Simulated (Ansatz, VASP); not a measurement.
# One calculation of HgTe, two programs

INCAR

```
SYSTEM = HgTe
PREC     = Accurate       ! precision mode
ENCUT    = 520            ! plane-wave cutoff, eV
EDIFF    = 1E-7           ! SCF threshold, eV
ISMEAR   = -1             ! smearing method
SIGMA    = 0.02           ! smearing width, eV
LREAL    = .False.        ! projectors in reciprocal space
LASPH    = .True.         ! aspherical terms in the spheres
NELM     = 80             ! most SCF steps
ALGO     = Normal         ! electronic algorithm
ISIF     = 2              ! what is computed and relaxed
LWAVE    = .False.        ! write WAVECAR
LCHARG   = .False.        ! write CHGCAR
NBANDS   = 26             ! bands
```

The input KPOINTS:

```
regular mesh
0
Gamma
  6 6 4
  0 0 0
```

POSCAR

```
HgTe
1.0
    4.6426044275      0.0000000000      0.0000000000
   -2.3213022138      4.0206133739      0.0000000000
    0.0000000000      0.0000000000      7.6245016025
Hg Te
2 2
Direct
    0.3333333333      0.6666666667      0.0004981614
    0.6666666667      0.3333333333      0.5004981614
    0.3333333333      0.6666666667      0.3745018386
    0.6666666667      0.3333333333      0.8745018386
```

Input for Ansatz:

```yaml
crystal:
  lattice:
    - [4.6426044275, 0.0, 0.0]
    - [-2.3213022138, 4.0206133739, 0.0]
    - [0.0, 0.0, 7.6245016025]
  atoms:
    - { symbol: Hg, position: [0.3333333333, 0.6666666667, 0.0004981614] }
    - { symbol: Hg, position: [0.6666666667, 0.3333333333, 0.5004981614] }
    - { symbol: Te, position: [0.3333333333, 0.6666666667, 0.3745018386] }
    - { symbol: Te, position: [0.6666666667, 0.3333333333, 0.8745018386] }
kpoints:
  mp_grid: { grid: [6, 6, 4] }
  band_path:
    path:
      - [0.0, 0.0, 0.0]
      - [0.5, 0.0, 0.0]
      - [0.3333333333, 0.3333333333, 0.0]
      - [0.0, 0.0, 0.5]
      - [0.5, 0.0, 0.5]
      - [0.3333333333, 0.3333333333, 0.5]
      - [0.0, 0.0, 0.05]
    npoints: 1
hamiltonian:
  xc: lda
scf:
  occupations: { method: fermi_dirac, width: 0.02 }
  n_extra_bands: 5
output:
  forces: true
  stress: true
  eigenvalues: true
  write_density: true
  write_potential: true
  elf: true
  volumetric_format: npy
```

Alike in both runs: task single point; functional LDA; k mesh 6 × 6 × 4; occupations fermi-dirac, width 0.02 eV; no spin polarisation.

```csv
,VASP,Ansatz
version,VASP 6.6.1,Ansatz 0.2.0
potentials or method,"VASP PAW LDA potentials, release 64 (Hg, Te)","plane waves, PAW"
plane-wave cutoff (eV),520,420
valence electrons in the cell,36,72
```

```tsv
	VASP	Ansatz	Ansatz less VASP
pressure (GPa)	-2.4	-2.6	-0.20
rms of the force components (eV/Å)	0.005	0.006	+0.0008
```

LDA's correlation is that of Perdew and Zunger in VASP and of Perdew and Wang (1992) in Ansatz. Atom by atom the forces differ by 0.001 eV/Å (rms over components). VASP's potentials hold 36 valence electrons a cell and Ansatz's 72, so a difference there can come from the potentials and not from the codes.

Neither program's run includes spin-orbit coupling.
